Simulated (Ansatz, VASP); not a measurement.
**One calculation of Cu, two programs**

```
Cu
1.0
     2.26853    0.00000    0.00000
    -1.13427    2.18290    0.00000
     0.00000    0.00000    4.11652
Cu
2
Cartesian
  0.0000 1.4553 1.0291
  1.1343 0.7276 3.0874
```

Change from the starting cell: strain -0.1000 x Voigt [1, 0, 0, 0, 0, 0], atoms carried along.

Alike in both runs: task single point; functional PBEsol; k mesh 30 × 30 × 14; occupations gaussian, width 0.15 eV; no spin polarisation.

|  | VASP | Ansatz |
| --- | --- | --- |
| version | VASP 6.6.1 | Ansatz 0.2.0 |
| potentials or method | VASP PAW PBE potentials, release 64 (Cu), cutoff 520 eV | scalar-relativistic, plane waves, PAW |
| valence electrons in the cell | 22 | 38 |

```tsv
	VASP	Ansatz	Ansatz less VASP
gap on the k mesh at the Fermi level (eV)	none	none	-
pressure (GPa)	26.3	25.5	-0.81
traceless stress, the component that is largest in VASP (GPa)	21.49	21.60	+0.101
rms of the force components (eV/Å)	0.122	0.121	-0.0007
```

VASP's potentials were made for PBE, not for PBEsol. Atom by atom the forces differ by 0.001 eV/Å (rms over components). A gap of «none» marks a metal or a gap that the smearing closes. VASP's potentials hold 22 valence electrons a cell and Ansatz's 38, so a difference there can come from the potentials and not from the codes.
